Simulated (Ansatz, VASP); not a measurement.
# NaLi26F27: VASP beside Ansatz

```xyz
54
Lattice="0.0000 6.0420 6.0420 6.0420 0.0000 6.0420 6.0420 6.0420 0.0000" Properties=species:S:1:pos:R:3 pbc="T T T"
Na    0.0000    0.0000    0.0000
Li    2.0393    2.0393    0.0000
Li    4.0027    4.0027    0.0000
Li    2.0393    0.0000    2.0393
Li    4.0318    2.0102    2.0102
Li    6.0420    4.0027    2.0393
Li    4.0027    0.0000    4.0027
Li    6.0420    2.0393    4.0027
Li    8.0522    4.0318    4.0318
Li    0.0000    2.0393    2.0393
Li    2.0102    4.0318    2.0102
Li    4.0027    6.0420    2.0393
Li    2.0102    2.0102    4.0318
Li    4.0318    4.0318    4.0318
Li    6.0420    6.0420    4.0408
Li    4.0027    2.0393    6.0420
Li    6.0420    4.0408    6.0420
Li    8.0432    6.0420    6.0420
Li    0.0000    4.0027    4.0027
Li    2.0393    6.0420    4.0027
Li    4.0318    8.0522    4.0318
Li    2.0393    4.0027    6.0420
Li    4.0408    6.0420    6.0420
Li    6.0420    8.0432    6.0420
Li    4.0318    4.0318    8.0522
Li    6.0420    6.0420    8.0432
Li    8.0522    8.0522    8.0522
F     2.0124    2.0124    2.0124
F     4.0296    4.0296    2.0124
F     6.0420    6.0420    2.1289
F     4.0296    2.0124    4.0296
F     6.0420    4.0241    4.0241
F     8.0599    6.0420    4.0241
F     6.0420    2.1289    6.0420
F     8.0599    4.0241    6.0420
F     9.9551    6.0420    6.0420
F     2.0124    4.0296    4.0296
F     4.0241    6.0420    4.0241
F     6.0420    8.0599    4.0241
F     4.0241    4.0241    6.0420
F     6.0420    6.0420    6.0420
F     8.0599    8.0599    6.0420
F     6.0420    4.0241    8.0599
F     8.0599    6.0420    8.0599
F    10.0716    8.0544    8.0544
F     2.1289    6.0420    6.0420
F     4.0241    8.0599    6.0420
F     6.0420    9.9551    6.0420
F     4.0241    6.0420    8.0599
F     6.0420    8.0599    8.0599
F     8.0544   10.0716    8.0544
F     6.0420    6.0420    9.9551
F     8.0544    8.0544   10.0716
F    10.0716   10.0716   10.0716
```

Alike in both runs: functional PBE; k mesh 3 × 3 × 3; occupations fermi-dirac, width 0.01 eV; no spin polarisation.

Ansatz relaxed the structure, and its values are those at the end. VASP's run is a single point on that final structure, the one shown.

```csv
,VASP,Ansatz
version,VASP 6.6.1,Ansatz 0.2.0
potentials or method,"VASP PAW PBE potentials, release 64 (Na_pv, Li_sv, F)","plane-wave PAW, scalar-relativistic"
plane-wave cutoff (eV),520,420
valence electrons in the cell,274,276
```

Ansatz gave:

```
gap on the k mesh at the Fermi level (eV) : 9.05
rms of the force components (eV/Å)        : 0.014
```

Problem. Estimate VASP's values.

Solution. gap on the k mesh at the Fermi level (eV): 9.04; rms of the force components (eV/Å): 0.015.

VASP's potentials hold 274 valence electrons a cell and Ansatz's 276, so a difference there can come from the potentials and not from the codes. Ansatz's warnings: stress scf threshold loose.

Noted on VASP's run: the cutoff is under 1.25 times that of the potentials, so the pressure is a little rough.
